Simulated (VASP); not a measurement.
# Ti: single point with BLYP+D4

The system is Ti.

```
Ti
1.0
     2.93332    0.00000    0.00000
    -1.46666    2.54033    0.00000
     0.00000    0.00000    4.62334
Ti
2
Direct
  0.66667 0.33333 0.75000
  0.33333 0.66667 0.25000
```

```yaml
Program: VASP 6.6.1
Task: single point
Functional: BLYP
Dispersion: D4
Potentials_or_basis: VASP PAW PBE potentials, release 64 (Ti_sv)
Cutoff: 520 eV
k_mesh: 10 × 10 × 6
Occupations: fermi-dirac, width 0.05 eV
Spin: no spin polarisation
```

* Pressure: -0.1 GPa
* Band gap on the k mesh: zero (band 12 reaches 9.59 eV, above the bottom of band 13 at 8.67 eV)
* Dispersion energy per atom: -0.379 eV

Levels at points of the mesh, in eV from the Fermi level:
```csv
k point,band 9,band 10,band 11,band 12,band 13,band 14,band 15,band 16
"(0.00, 0.00, 0.00)",-6.02,-2.66,0.72,0.72,0.86,1.06,1.22,1.22
"(0.50, 0.00, 0.00)",-2.29,-2.16,-1.83,-0.50,0.42,0.66,1.18,3.27
"(0.00, 0.00, 0.50)",-4.15,-4.15,0.09,0.09,0.62,0.62,0.62,0.62
"(0.50, 0.00, 0.50)",-2.50,-2.50,-0.83,-0.83,1.47,1.47,1.68,1.68
```

Run time: 33 s on 1 thread of Intel(R) Xeon(R) Platinum 8259CL CPU @ 2.50GHz (Skylake/Cascade Lake), with other jobs on the host, peak memory 0.17 GiB.

Caveat: the PAW data sets were made with another functional, which shifts forces and pressure a little; pairwise dispersion overbinds metals, which lowers pressure and volume.
